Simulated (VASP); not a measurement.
# WC (P4mm) in VASP: relaxation of cell and atoms with PBE

Aim: the relaxation of cell and atoms of WC with PBE.

Everything below comes from runs of VASP 6.6.1. Logs are shortened: lines on timing, memory, paths and dates and some standing lists are left out, and cuts for length are marked.

## (1) The cell of the first run

The structure is tetragonal, space group P4mm (No. 99). The conventional cell has a = 2.604 Å, b = 2.604 Å, c = 4.961 Å, α = 90.00°, β = 90.00°, γ = 90.00°. W (site symmetry 4mm) has 2 C at 2.10 to 2.86 Å and 4 W at 2.60 Å within 2.9 Å. Within 2.9 Å of C (site symmetry 4mm) lie 2 W at 2.10 to 2.86 Å and 4 C at 2.60 Å.

The cell was built from a structure type or drawn by symmetry, and may not be a known phase.

## (2) Relaxation of cell and atoms, PBE

Contents of INCAR:

```
SYSTEM = WC
ALGO = Normal
EDIFF = 1E-7
EDIFFG = -0.08
ENCUT = 600
GGA = PE
GGA_COMPAT = .False.
IBRION = 2
ISIF = 3
ISMEAR = 0
LASPH = .True.
LCHARG = .False.
LREAL = .False.
LWAVE = .False.
NELM = 120
NELMIN = 4
NSW = 36
PREC = Accurate
SIGMA = 0.2
```

Contents of KPOINTS:

```
k-points
0
Gamma
  7 7 4
  0 0 0
```

Contents of POSCAR:

```
WC
1.0
    2.6038517100      0.0000000000      0.0000000000
    0.0000000000      2.6038517100      0.0000000000
    0.0000000000      0.0000000000      4.9609082300
W C
1 1
Direct
    0.0000000000      0.0000000000      0.3149823900
    0.0000000000      0.0000000000      0.8922059000
```

Potentials or basis: VASP PAW PBE potentials, release 64 (W_sv, C).

Launch:

```console
> cat potpaw_PBE.64/W_sv/POTCAR potpaw_PBE.64/C/POTCAR > POTCAR
> mpirun -np 1 vasp_std > vasp.out
```

OUTCAR:

```text
SYSTEM = WC
   EDIFF = 1E-7
   EDIFFG = -0.08
   ENCUT = 600
   GGA = PE
   IBRION = 2
   ISIF = 3
   ISMEAR = 0
   LASPH = .True.
   LREAL = .False.
   NELM = 120
   NELMIN = 4
   NSW = 36
   PREC = Accurate

 ion  position               nearest neighbor table
   1  0.000  0.000  0.315-   2 2.10
   2  0.000  0.000  0.892-   1 2.10

  LATTYP: Found a simple tetragonal cell.
 ALAT       =     2.6038517100
 C/A-ratio  =     1.9052191839

  Lattice vectors:

 A1 = (   2.6038517100,   0.0000000000,   0.0000000000)
 A2 = (   0.0000000000,   2.6038517100,   0.0000000000)
 A3 = (   0.0000000000,   0.0000000000,   4.9609082300)

Analysis of symmetry for initial positions (statically):
=====================================================================
 Subroutine PRICEL returns:
 Original cell was already a primitive cell.

 Routine SETGRP: Setting up the symmetry group for a
 simple tetragonal supercell.

 Subroutine GETGRP returns: Found  8 space group operations
 (whereof  8 operations were pure point group operations)
 out of a pool of 16 trial point group operations.

The static configuration has the point symmetry C_4v.

Analysis of symmetry for dynamics (positions and initial velocities):
=====================================================================
 Subroutine PRICEL returns:
 Original cell was already a primitive cell.

 Routine SETGRP: Setting up the symmetry group for a
 simple tetragonal supercell.

 Subroutine GETGRP returns: Found  8 space group operations
 (whereof  8 operations were pure point group operations)
 out of a pool of 16 trial point group operations.

The dynamic configuration has the point symmetry C_4v.

 Subroutine INISYM returns: Found  8 space group operations
 (whereof  8 operations are pure point group operations),
 and found     1 'primitive' translations

----------------------------------------------------------------------------------------

                                     Primitive cell

  volume of cell :      33.6352

  direct lattice vectors                    reciprocal lattice vectors
     2.603851710  0.000000000  0.000000000     0.384046448  0.000000000  0.000000000
     0.000000000  2.603851710  0.000000000     0.000000000  0.384046448  0.000000000
     0.000000000  0.000000000  4.960908230     0.000000000  0.000000000  0.201575992

  length of vectors
     2.603851710  2.603851710  4.960908230     0.384046448  0.384046448  0.201575992

  position of ions in fractional coordinates (direct lattice)
[... 109 lines left out ...]
   LRPA    =     F    only Hartree local field effects (RPA)
 conjugate gradient relaxation of ions
 non-spin polarized calculation
 Gauss-broadening in eV      SIGMA  =   0.20
  energy-cutoff  :      600.00
  volume of cell :       33.64
 maximum number of plane-waves:      1140
 NGX is ok and might be reduce to    24
   NGX = 11   NGY = 11   NGZ = 19

--------------------------------------- Ionic step        1  -------------------------------------------

 number of electron      17.9999999 magnetization

 Free energy of the ion-electron system (eV)
  ---------------------------------------------------
  ext. energy  EPLUGINS =         0.00000000
  ---------------------------------------------------
  free energy    TOTEN  =       -16.63985301 eV

  energy without entropy =      -16.60552615  energy(sigma->0) =      -16.62268958

------------------------ aborting loop because EDIFF is reached ----------------------------------------

  FORCE on cell =-STRESS in cart. coord.  units (eV):
  Direction    XX          YY          ZZ          XY          YZ          ZX
  --------------------------------------------------------------------------------------
  -------------------------------------------------------------------------------------
  Total       -0.4189248     -0.4189248     -9.2088978      0.0000000      0.0000000      0.0000000
  in kB      -19.9550575    -19.9550575   -438.6564780      0.0000000      0.0000000      0.0000000
  external PRESSURE =    -159.5221977 kB  Pullay stress =       0.0000000 kB
[... 89 lines left out ...]
  FREE ENERGIE OF THE ION-ELECTRON SYSTEM (eV)
  ---------------------------------------------------
  free  energy   TOTEN  =       -17.2029723847 eV

  energy  without entropy=      -17.1753735193  energy(sigma->0) =      -17.18917295

[... ionic steps 4 to 9 ...]

--------------------------------------- Ionic step       10  -------------------------------------------

 number of electron      18.0000002 magnetization

------------------------ aborting loop because EDIFF is reached ----------------------------------------
[... 67 lines left out ...]
--------------------------------------- Ionic step       12  -------------------------------------------

 number of electron      18.0000002 magnetization

 Free energy of the ion-electron system (eV)
  ---------------------------------------------------
  ext. energy  EPLUGINS =         0.00000000
  ---------------------------------------------------
  free energy    TOTEN  =       -18.07691343 eV

  energy without entropy =      -18.04403188  energy(sigma->0) =      -18.06047266

 E-fermi :   6.5596     XC(G=0): -11.8180

 val. band max:        6.5593175352   @ k =   0.2857   0.2857   0.0000
 cond. band min:       6.6727731120   @ k =   0.2857   0.2857   0.0000
 fundamental gap:      0.1134555768
 Fermi energy:         6.5595765804

 k-point     1 :       0.0000    0.0000    0.0000
  band No.  band energies     occupation
      1     -67.2567      2.00000
      2     -31.5499      2.00000
      3     -30.9284      2.00000
      4     -30.9284      2.00000
      5      -5.6904      2.00000
      6       1.1401      2.00000
      7       3.0364      2.00000
      8       4.8598      2.00000
      9       9.3028      0.00000
     10       9.3028      0.00000
     11       9.3558      0.00000
     12       9.3558      0.00000
     13      11.4982      0.00000
[... 354 lines left out ...]
  band No.  band energies     occupation
      1     -67.1758      2.00000
      2     -32.0159      2.00000
      3     -31.4359      2.00000
      4     -30.8301      2.00000
      5      -2.0090      2.00000
      6       1.2500      2.00000
      7       1.5336      2.00000
      8       3.3260      2.00000
      9       7.6725      0.00000
     10       8.1708      0.00000
     11       8.2145      0.00000
     12       9.6121      0.00000
     13      13.3264      0.00000

 [... further k-points ...]
[... 5 lines left out ...]
  --------------------------------------------------------------------------------------
  -------------------------------------------------------------------------------------
  Total       -0.0539184     -0.0539184      0.0298051      0.0000000      0.0000000      0.0000000
  in kB       -2.9756447     -2.9756447      1.6448809      0.0000000      0.0000000      0.0000000
  external PRESSURE =      -1.4354695 kB  Pullay stress =       0.0000000 kB
[... 17 lines left out ...]
  FREE ENERGIE OF THE ION-ELECTRON SYSTEM (eV)
  ---------------------------------------------------
  free  energy   TOTEN  =       -18.0769134329 eV

  energy  without entropy=      -18.0440318816  energy(sigma->0) =      -18.06047266

 reached required accuracy - stopping structural energy minimisation
```

It took 2 min on 1 thread of Intel Xeon Platinum 8488C (Sapphire Rapids), shared host; peak memory 0.18 GiB.

What came out:

```yaml
Free_energy: -18.0769 eV
Relaxed_volume: 14.52 Å³/atom
Relaxed_cell: a = 2.659 Å, b = 2.659 Å, c = 4.105 Å, α = 90.00°, β = 90.00°, γ = 90.00°
Space_group_after_relaxing_to_0.1_Å: P4/mmm (No. 123)
Pressure_after_relaxing: -0.1 GPa
Largest_force_after_relaxing: 0.038 eV/Å
Band_gap_on_the_k_mesh: zero (bands 9 and 10 overlap by 3.73 eV)
```

Forces in eV/Å, atoms in the order of the input:
```
W    0.000  0.000 -0.038
C    0.000  0.000  0.038
```

Stress tensor (GPa, compression positive):
```
-0.30  0.00  0.00
 0.00 -0.30  0.00
 0.00  0.00  0.16
```

Final structure:
```cif
data_structure
_symmetry_space_group_name_H-M 'P 1'
_symmetry_Int_Tables_number 1
_cell_length_a 2.6594
_cell_length_b 2.6594
_cell_length_c 4.1049
_cell_angle_alpha 90.000
_cell_angle_beta 90.000
_cell_angle_gamma 90.000
_cell_volume 29.03
loop_
_atom_site_label
_atom_site_type_symbol
_atom_site_fract_x
_atom_site_fract_y
_atom_site_fract_z
_atom_site_occupancy
W1 W 0.00000 0.00000 0.35385 1
C1 C 0.00000 0.00000 0.85333 1
```

Caveat: a cell axis changed by over 15 % at a fixed basis, so the end point is rough; spin-orbit coupling is left out, which moves the levels of the heavy elements; the relaxation stopped at a loose force limit of 0.08 eV/Å, so its end isn't a converged minimum.
